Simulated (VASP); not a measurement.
## Ru: single point with PBE

The system is Ru.

```
Ru
1.0
     0.00000    2.57054    2.57054
     2.57054    0.00000    2.57054
     2.57054    2.57054    0.00000
Ru
2
Direct
  0.87500 0.87500 0.87500
  0.12500 0.12500 0.12500
```

```json
{"Program": "VASP 6.6.1", "Task": "single point", "Functional": "PBE", "Potentials or basis": "VASP PAW PBE potentials, release 64 (Ru_pv)", "Cutoff": "500 eV", "k mesh": "13 × 13 × 13", "Occupations": "fermi-dirac, width 0.1 eV", "Spin": "no spin polarisation"}
```

| Property | Result |
| --- | --- |
| Pressure | 45.0 GPa |
| Band gap on the k mesh | zero (band 14 reaches 9.98 eV, above the bottom of band 15 at 8.87 eV) |

Levels at points of the mesh, in eV from the Fermi level:
```tsv
k point	band 11	band 12	band 13	band 14	band 15	band 16	band 17	band 18
(0.00, 0.00, 0.00)	-3.83	-3.83	-0.54	-0.54	-0.54	2.46	2.46	10.80
```

Wall time 77 s on 1 thread of Intel Xeon 8259CL, on a shared host, peak memory 0.19 GiB.
